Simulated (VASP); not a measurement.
Crystal: BN.

```xyz
4
Lattice="2.5284 0.0000 0.0000 -1.2642 2.1897 0.0000 0.0000 0.0000 4.2269" Properties=species:S:1:pos:R:3 pbc="T T T"
B     1.2642    0.7299    4.2257
B     0.0000    1.4598    2.1123
N     1.2642    0.7299    2.6430
N     0.0000    1.4598    0.5295
```

This cell differs from its parent crystal: strain -0.0100 x Voigt [1, 1, 0, 0, 0, 0].

Base run:

* Program: VASP 6.6.1
* Functional: r2SCAN
* Potentials or basis: VASP PAW PBE potentials, release 64 (B, N)
* Cutoff: 520 eV
* k mesh: 12 × 12 × 6
* Occupations: gaussian, width 0.05 eV
* Spin: no spin polarisation

Its results: band gap on the k mesh 5.66 eV, indirect (least direct gap 9.00 eV); pressure 4.2 GPa; largest force 0.007 eV/Å.

The run is repeated on the same cell with these changes: potentials or basis from VASP PAW PBE potentials, release 64 (B, N) to VASP PAW PBE potentials, release 64 (B_h, N_h); cutoff from 520 eV to 910 eV. What comes out?

Band gap on the k mesh 5.67 eV, indirect (least direct gap 9.01 eV); pressure 2.5 GPa; largest force 0.015 eV/Å.

Caveats: the PAW data sets were made with another functional, which shifts forces and pressure a little; the cutoff is under 1.25 times the usual one of these potentials, so pressure, stress and relaxed cells hold a basis-set (Pulay) error (some runs).

A k mesh can miss the band edges.
